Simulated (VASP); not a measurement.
# CdTe (CsCl type) (Pm-3m) in VASP: further runs

The runs below take CdTe (CsCl type) through single point, with PBE.

Everything below comes from runs of VASP 6.6.1. Logs are shortened: lines on timing, memory, paths and dates and some standing lists are left out, and cuts for length are marked.

## (1) The cell of the first run

Symmetry: Pm-3m, No. 221, cubic system. The conventional cell has a = 3.628 Å, b = 3.628 Å, c = 3.628 Å, α = 90.00°, β = 90.00°, γ = 90.00°. Cd (site symmetry m-3m) has 8 Te at 3.14 Å and 6 Cd at 3.63 Å within 4.1 Å. Te (site symmetry m-3m) has 8 Cd at 3.14 Å and 6 Te at 3.63 Å within 4.1 Å.

## (2) Single point, PBE (volume scaled by 0.88)

INCAR reads:

```
ALGO = Normal
EDIFF = 1E-7
ENCUT = 520
GGA = PE
ISIF = 2
ISMEAR = -1
LASPH = True
LCHARG = False
LREAL = False
LWAVE = False
NBANDS = 16
NELM = 60
PREC = Accurate
SIGMA = 0.05
```

KPOINTS reads:

```
k-points
0
Gamma
  11 11 11
```

POSCAR reads:

```
CdTe
1.0
    3.6277705126      0.0000000000      0.0000000000
    0.0000000000      3.6277705126      0.0000000000
    0.0000000000      0.0000000000      3.6277705126
Cd Te
1 1
Direct
    0.0000000000      0.0000000000      0.0000000000
    0.5000000000      0.5000000000      0.5000000000
```

Potentials or basis: VASP PAW PBE potentials, release 64 (Cd, Te).

Started as:

```bash
$ cat potpaw_PBE.64/Cd/POTCAR potpaw_PBE.64/Te/POTCAR > POTCAR
$ mpirun -np 1 vasp_std > vasp.out
```

OUTCAR:

```text
EDIFF = 1E-7
   ENCUT = 520
   GGA = PE
   ISIF = 2
   ISMEAR = -1
   LASPH = True
   LREAL = False
   NELM = 60
   PREC = Accurate

 ion  position               nearest neighbor table
   1  0.000  0.000  0.000-   2 3.14   2 3.14   2 3.14   2 3.14   2 3.14   2 3.14   2 3.14   2 3.14

   2  0.500  0.500  0.500-   1 3.14   1 3.14   1 3.14   1 3.14   1 3.14   1 3.14   1 3.14   1 3.14

  LATTYP: Found a simple cubic cell.
 ALAT       =     3.6277705126

  Lattice vectors:

 A1 = (   3.6277705126,   0.0000000000,   0.0000000000)
 A2 = (   0.0000000000,   3.6277705126,   0.0000000000)
 A3 = (   0.0000000000,   0.0000000000,   3.6277705126)

Analysis of symmetry for initial positions (statically):
=====================================================================
 Subroutine PRICEL returns:
 Original cell was already a primitive cell.

 Routine SETGRP: Setting up the symmetry group for a
 simple cubic supercell.

 Subroutine GETGRP returns: Found 48 space group operations
 (whereof 48 operations were pure point group operations)
 out of a pool of 48 trial point group operations.

The static configuration has the point symmetry O_h .

Analysis of symmetry for dynamics (positions and initial velocities):
=====================================================================
 Subroutine PRICEL returns:
 Original cell was already a primitive cell.

 Routine SETGRP: Setting up the symmetry group for a
 simple cubic supercell.

 Subroutine GETGRP returns: Found 48 space group operations
 (whereof 48 operations were pure point group operations)
 out of a pool of 48 trial point group operations.

The dynamic configuration has the point symmetry O_h .

 Subroutine INISYM returns: Found 48 space group operations
 (whereof 48 operations are pure point group operations),
 and found     1 'primitive' translations

----------------------------------------------------------------------------------------

                                     Primitive cell

  volume of cell :      47.7441

  direct lattice vectors                    reciprocal lattice vectors
     3.627770513  0.000000000  0.000000000     0.275651394  0.000000000  0.000000000
     0.000000000  3.627770513  0.000000000     0.000000000  0.275651394  0.000000000
     0.000000000  0.000000000  3.627770513     0.000000000  0.000000000  0.275651394

  length of vectors
     3.627770513  3.627770513  3.627770513     0.275651394  0.275651394  0.275651394

  position of ions in fractional coordinates (direct lattice)
     0.000000000  0.000000000  0.000000000
     0.500000000  0.500000000  0.500000000

  ion indices of the primitive-cell ions
   primitive index   ion index
                 1           1
                 2           2

----------------------------------------------------------------------------------------

 KPOINTS: k-points

Automatic generation of k-mesh.
 Grid dimensions read from file:
 generate k-points for:   11   11   11

 Generating k-lattice:

  Cartesian coordinates                     Fractional coordinates (reciprocal lattice)
     0.025059218  0.000000000  0.000000000     0.090909091  0.000000000  0.000000000
     0.000000000  0.025059218  0.000000000     0.000000000  0.090909091  0.000000000
     0.000000000  0.000000000  0.025059218     0.000000000  0.000000000  0.090909091

  Length of vectors
     0.025059218  0.025059218  0.025059218

  Shift w.r.t. Gamma in fractional coordinates (k-lattice)
     0.000000000  0.000000000  0.000000000

 Subroutine IBZKPT returns following result:
 ===========================================

 Found     56 irreducible k-points:

 Following reciprocal coordinates:
            Coordinates               Weight
  0.000000  0.000000  0.000000      1.000000
  0.090909  0.000000  0.000000      6.000000
  0.181818  0.000000  0.000000      6.000000
  0.272727  0.000000  0.000000      6.000000
  0.363636  0.000000  0.000000      6.000000
  0.454545  0.000000  0.000000      6.000000
[... 16 lines left out ...]
  0.181818  0.090909  0.090909     24.000000
  0.272727  0.090909  0.090909     24.000000
 [... further k-points ...]
   k-points           NKPTS =     56   k-points in BZ     NKDIM =     56   number of bands    NBANDS=     16
   number of dos      NEDOS =    301   number of ions     NIONS =      2
   total plane-waves  NPLWV =  21952
   dimension x,y,z NGX =    28 NGY =   28 NGZ =   28
   dimension x,y,z NGXF=    56 NGYF=   56 NGZF=   56
   ions per type =               1   1
   NGX,Y,Z   is equivalent  to a cutoff of  12.83, 12.83, 12.83 a.u.
   NGXF,Y,Z  is equivalent  to a cutoff of  25.66, 25.66, 25.66 a.u.
 SYSTEM =  unknown system
   PREC   = accura    normal or accurate (medium, high low for compatibility)
   ISTART =      0    job   : 0-new  1-cont  2-samecut
   ICHARG =      2    charge: 1-file 2-atom 10-const
   ISPIN  =      1    spin polarized calculation?
   LNONCOLLINEAR =      F non collinear calculations
   LSORBIT =      F    spin-orbit coupling
   LASPH  =      T    aspherical Exc in radial PAW
   ENCUT  =  520.0 eV  38.22 Ry    6.18 a.u.   6.75  6.75  6.75*2*pi/ulx,y,z
   NELM   =     60;   NELMIN=  2; NELMDL= -5     # of ELM steps
   EDIFF  = 0.1E-06   stopping-criterion for ELM
   LREAL  =      F    real-space projection
   EDIFFG = 0.1E-05   stopping-criterion for IOM
   NSW    =      0    number of steps for IOM
   IBRION =     -1    ionic relax: 0-MD 1-quasi-New 2-CG
   NFREE  =      0    steps in history (QN), initial steepest desc. (CG)
   ISIF   =      2    stress and relaxation
   ISYM   =      2    0-nonsym 1-usesym 2-fastsym
   POTIM  = 0.5000    time-step for ionic-motion
   TEBEG  =    0.0;   TEEND  =   0.0 temperature during run
   PSTRESS=    0.0 pullay stress
   NELECT =      18.0000    total number of electrons
   NUPDOWN=      -1.0000    fix difference up-down
   EMIN   =  10.00;   EMAX   =-10.00  energy-range for DOS
   EFERMI =   0.00;   METHOD = LEGACY
   ISMEAR =    -1;   SIGMA  =   0.05  broadening in eV -4-tet -1-fermi 0-gaus
   EFERMI_NEDOS =   21; number of points for ismear=-14 and -15
   IALGO  =     38    algorithm
   IMIX   =      4    mixing-type and parameters
     AMIX     =   0.40;   BMIX     =  1.00
     AMIX_MAG =   1.60;   BMIX_MAG =  1.00
  volume/ion in A,a.u.               =      23.87       161.10
  Fermi-wavevector in a.u.,A,eV,Ry     =   1.182658  2.234900 19.030198  1.398680
  Thomas-Fermi vector in A             =   2.318908
   LORBIT       =      0    0 simple, 1 ext, 2 COOP (PROOUT), +10 PAW based schemes
   GGA     = PE    functional components
   LHFCALC =     F    Hartree Fock is set to
   AEXX    =    0.0000 exact exchange contribution
   IVDW    =     0    specifies the selected vdW correction
   LEPSILON=     F    determine dielectric tensor
   LRPA    =     F    only Hartree local field effects (RPA)
 non-spin polarized calculation
  energy-cutoff  :      520.00
  volume of cell :       47.74
 maximum number of plane-waves:      1313
 NGX is ok and might be reduce to    28
   NGX = 13   NGY = 13   NGZ = 13

 number of electron      18.0000001 magnetization

 Free energy of the ion-electron system (eV)
  ---------------------------------------------------
  ext. energy  EPLUGINS =         0.00000000
  ---------------------------------------------------
  free energy    TOTEN  =        -3.59159162 eV

  energy without entropy =       -3.58097187  energy(sigma->0) =       -3.58628175

 E-fermi :   6.1850     XC(G=0): -10.6946

 val. band max:        6.1473034122   @ k =   0.4545   0.0909   0.0909
 cond. band min:       6.2523933734   @ k =   0.4545   0.2727   0.0909
 fundamental gap:      0.1050899612
 Fermi energy:         6.1850061713

 k-point     1 :       0.0000    0.0000    0.0000
  band No.  band energies     occupation
      1      -6.9071      2.00000
      2      -2.7268      2.00000
      3      -2.7268      2.00000
      4      -2.3603      2.00000
      5      -2.3603      2.00000
      6      -2.3603      2.00000
[... 8 lines left out ...]
     15      16.5324      0.00000
     16      19.5335      0.00000

 k-point     2 :       0.0909    0.0000    0.0000
  band No.  band energies     occupation
      1      -6.8334      2.00000
      2      -2.7235      2.00000
      3      -2.7093      2.00000
      4      -2.3779      2.00000
      5      -2.3779      2.00000
      6      -2.3594      2.00000
[... 8 lines left out ...]
     15      15.9735      0.00000
     16      18.8600      0.00000

 k-point     3 :       0.1818    0.0000    0.0000
  band No.  band energies     occupation
      1      -6.6204      2.00000
      2      -2.7144      2.00000
      3      -2.6662      2.00000
      4      -2.4242      2.00000
      5      -2.4242      2.00000
      6      -2.3572      2.00000
[... 8 lines left out ...]
     15      14.9621      0.00000
     16      17.5894      0.00000

 k-point     4 :       0.2727    0.0000    0.0000
  band No.  band energies     occupation
      1      -6.2975      2.00000
      2      -2.7024      2.00000
      3      -2.6253      2.00000
      4      -2.4829      2.00000
      5      -2.4829      2.00000
      6      -2.3542      2.00000
[... 8 lines left out ...]
     15      15.5438      0.00000
     16      16.4496      0.00000
[... 324 lines left out ...]
 k-point    22 :       0.0909    0.0909    0.0909
  band No.  band energies     occupation
      1      -6.6896      2.00000
      2      -2.6943      2.00000
      3      -2.6943      2.00000
      4      -2.4008      2.00000
      5      -2.3884      2.00000
      6      -2.3884      2.00000
[... 8 lines left out ...]
     15      15.3672      0.00000
     16      18.5699      0.00000

 k-point    23 :       0.1818    0.0909    0.0909
  band No.  band energies     occupation
      1      -6.4843      2.00000
      2      -2.6851      2.00000
      3      -2.6474      2.00000
      4      -2.4371      2.00000
      5      -2.4311      2.00000
      6      -2.3856      2.00000
[... 8 lines left out ...]
     15      15.2737      0.00000
     16      18.0401      0.00000

 k-point    24 :       0.2727    0.0909    0.0909
  band No.  band energies     occupation
      1      -6.1757      2.00000
      2      -2.6727      2.00000
      3      -2.6047      2.00000
      4      -2.4992      2.00000
      5      -2.4584      2.00000
      6      -2.3801      2.00000
[... 8 lines left out ...]
     15      15.6741      0.00000
     16      17.5249      0.00000

 [... further k-points ...]
[... 5 lines left out ...]
  --------------------------------------------------------------------------------------
  -------------------------------------------------------------------------------------
  Total        2.4414903      2.4414903      2.4414903     -0.0000000     -0.0000000      0.0000000
  in kB       81.9306056     81.9306056     81.9306056     -0.0000000     -0.0000000      0.0000000
  external PRESSURE =      81.9306056 kB  Pullay stress =       0.0000000 kB

 VOLUME and BASIS-vectors are now :
 -----------------------------------------------------------------------------
  energy-cutoff  :      520.00
  volume of cell :       47.74
      direct lattice vectors                 reciprocal lattice vectors
     3.627770513  0.000000000  0.000000000     0.275651394  0.000000000  0.000000000
     0.000000000  3.627770513  0.000000000     0.000000000  0.275651394  0.000000000
     0.000000000  0.000000000  3.627770513     0.000000000  0.000000000  0.275651394

 POSITION                                       TOTAL-FORCE (eV/Angst)
 -----------------------------------------------------------------------------------
      0.00000      0.00000      0.00000         0.000000      0.000000      0.000000
      1.81389      1.81389      1.81389         0.000000      0.000000      0.000000
 -----------------------------------------------------------------------------------
    total drift:                               -0.000000      0.000000     -0.000000

  FREE ENERGIE OF THE ION-ELECTRON SYSTEM (eV)
  ---------------------------------------------------
  free  energy   TOTEN  =        -3.5915916240 eV

  energy  without entropy=       -3.5809718687  energy(sigma->0) =       -3.58628175
```

It took 24 s on 1 thread of Intel Xeon Platinum 8259CL at 2.50GHz (Skylake/Cascade Lake), shared host; peak memory 0.18 GiB.

Results:

* Free energy: -3.5916 eV
* Pressure: 8.2 GPa
* Band gap on the k mesh: zero (band 9 reaches 6.72 eV, above the bottom of band 10 at 4.92 eV)

Caveat: the cell differs from its parent crystal (volume scaled by 0.88); spin-orbit coupling is left out, which moves the levels of the heavy elements.

## (3) Single point, PBE (volume scaled by 0.88)

INCAR reads:

```
SYSTEM = CdTe
PREC = Accurate ; ENCUT = 520
EDIFF = 1E-6 ; ISMEAR = -1
SIGMA = 0.05 ; LREAL = .FALSE.
LASPH = .TRUE. ; NELM = 80
ALGO = Normal ; ISIF = 2
LWAVE = .FALSE. ; LCHARG = .TRUE.
GGA = PE ; LELF = .TRUE.
LVHAR = .TRUE. ; NBANDS = 16
```

KPOINTS reads:

```
Automatic mesh
0
G
  11 11 11
  0 0 0
```

POSCAR is that of step 2.

Potentials or basis: VASP PAW PBE potentials, release 64 (Cd, Te).

Started as:

```bash
$ cat potpaw_PBE.64/Cd/POTCAR potpaw_PBE.64/Te/POTCAR > POTCAR
$ mpirun -np 1 vasp_std > vasp.out
```

Run time: 24 s. Hardware: 1 thread of Intel Xeon Platinum 8259CL at 2.50GHz (Skylake/Cascade Lake), shared host; peak memory 0.18 GiB.

The run converged. Its results:

| Item | Value |
| --- | --- |
| Free energy | -3.5916 eV |
| Pressure | 8.2 GPa |
| Band gap on the k mesh | zero (band 9 reaches 6.72 eV, above the bottom of band 10 at 4.92 eV) |

Levels at points of the mesh, in eV from the Fermi level:
| k point | band 6 | band 7 | band 8 | band 9 | band 10 | band 11 | band 12 | band 13 |
| --- | --- | --- | --- | --- | --- | --- | --- | --- |
| (0.00, 0.00, 0.00) | -8.55 | -1.21 | -1.21 | -1.21 | -0.76 | 4.74 | 4.74 | 10.35 |

Caveat: the cell differs from its parent crystal (volume scaled by 0.88); spin-orbit coupling is left out, which moves the levels of the heavy elements.

## (4) Single point, PBE (volume scaled by 0.94)

INCAR reads:

```
SYSTEM = CdTe
PREC = Accurate
ENCUT = 520
EDIFF = 1E-7
ISMEAR = -1
SIGMA = 0.05
LREAL = .FALSE.
LASPH = .TRUE.
NELM = 80
ALGO = Normal
ISIF = 2
LWAVE = .FALSE.
LCHARG = .FALSE.
GGA = PE
NBANDS = 16
```

KPOINTS reads:

```
regular mesh
0
G
  11 11 11
  0 0 0
```

POSCAR reads:

```
CdTe
1.0
    3.7084139000      0.0000000000      0.0000000000
    0.0000000000      3.7084139000      0.0000000000
    0.0000000000      0.0000000000      3.7084139000
Cd Te
1 1
Direct
    0.0000000000      0.0000000000      0.0000000000
    0.5000000000      0.5000000000      0.5000000000
```

Started as:

```bash
$ cat potpaw_PBE.64/Cd/POTCAR potpaw_PBE.64/Te/POTCAR > POTCAR
$ mpirun -np 1 vasp_std > vasp.out
```

It took 26 s on 1 thread of Intel Xeon Platinum 8259CL at 2.50GHz (Skylake/Cascade Lake), shared host; peak memory 0.19 GiB.

Results (log left out):

- Free energy: -3.7070 eV
- Pressure: 3.5 GPa
- Band gap on the k mesh: zero (band 9 reaches 5.88 eV, above the bottom of band 10 at 4.28 eV)

Levels at points of the mesh, in eV from the Fermi level:
| k point | band 7 | band 8 | band 9 | band 10 | band 11 | band 12 |
| --- | --- | --- | --- | --- | --- | --- |
| (0.00, 0.00, 0.00) | -1.08 | -1.08 | -1.08 | -0.99 | 4.83 | 4.83 |

Caveat: the cell differs from its parent crystal (volume scaled by 0.94); spin-orbit coupling is left out, which moves the levels of the heavy elements.

## (5) Single point, PBE

This run uses another cell than the first one, of 27.13 Å³/atom, 1.136 times its volume.

INCAR reads:

```
SYSTEM = CdTe
ALGO     = Normal         ! electronic algorithm
EDIFF    = 1E-7           ! SCF threshold, eV
ENCUT    = 520            ! plane-wave cutoff, eV
GGA      = PE             ! functional
ISIF     = 2              ! what is computed and relaxed
ISMEAR   = -1             ! smearing method
LASPH    = .TRUE.         ! aspherical terms in the spheres
LCHARG   = .TRUE.         ! write CHGCAR
LELF     = .TRUE.         ! ELF
LREAL    = .FALSE.        ! projectors in reciprocal space
LVHAR    = .TRUE.       
LWAVE    = .FALSE.        ! write WAVECAR
NBANDS   = 16             ! bands
NELM     = 80             ! most SCF steps
PREC     = Accurate       ! precision mode
SIGMA    = 0.05           ! smearing width, eV
```

KPOINTS reads:

```
k-points
0
G
  11 11 11
  0 0 0
```

POSCAR reads:

```
CdTe
1.0
    3.7856946592      0.0000000000      0.0000000000
    0.0000000000      3.7856946592      0.0000000000
    0.0000000000      0.0000000000      3.7856946592
Cd Te
1 1
Direct
    0.0000000000      0.0000000000      0.0000000000
    0.5000000000      0.5000000000      0.5000000000
```

Started as:

```bash
$ cat potpaw_PBE.64/Cd/POTCAR potpaw_PBE.64/Te/POTCAR > POTCAR
$ mpirun -np 1 vasp_std > vasp.out
```

Wall time 29 s (1 thread of Intel Xeon Platinum 8259CL at 2.50GHz (Skylake/Cascade Lake), shared host); peak memory 0.19 GiB.

It converged, with:

| Property | Result |
| --- | --- |
| Free energy | -3.7416 eV |
| Pressure | 0.1 GPa |
| Band gap on the k mesh | zero (band 9 reaches 5.14 eV, above the bottom of band 10 at 3.71 eV) |

Levels at points of the mesh, in eV from the Fermi level:
```csv
k point,band 5,band 6,band 7,band 8,band 9,band 10,band 11,band 12,band 13,band 14
"(0.00, 0.00, 0.00)",-8.28,-8.28,-1.18,-0.96,-0.96,-0.96,4.91,4.91,9.37,9.37
```

Caveat: spin-orbit coupling is left out, which moves the levels of the heavy elements.

## (6) Summary

```csv
cell,gap on the mesh (eV),pressure (GPa)
"a = 3.628 Å, 2 atoms",none,8.2
"a = 3.708 Å, 2 atoms",none,3.5
"a = 3.786 Å, 2 atoms",none,0.1
```

Alike in all rows: task single point; level PBE; potentials or basis VASP PAW PBE potentials, release 64 (Cd, Te); no spin polarisation; k mesh 11 × 11 × 11; cutoff (eV) 520; smearing fermi-dirac 0.05 eV.

Caveats: spin-orbit coupling is left out, which moves the levels of the heavy elements.

Absolute energies hang on the potentials; compare differences alone.
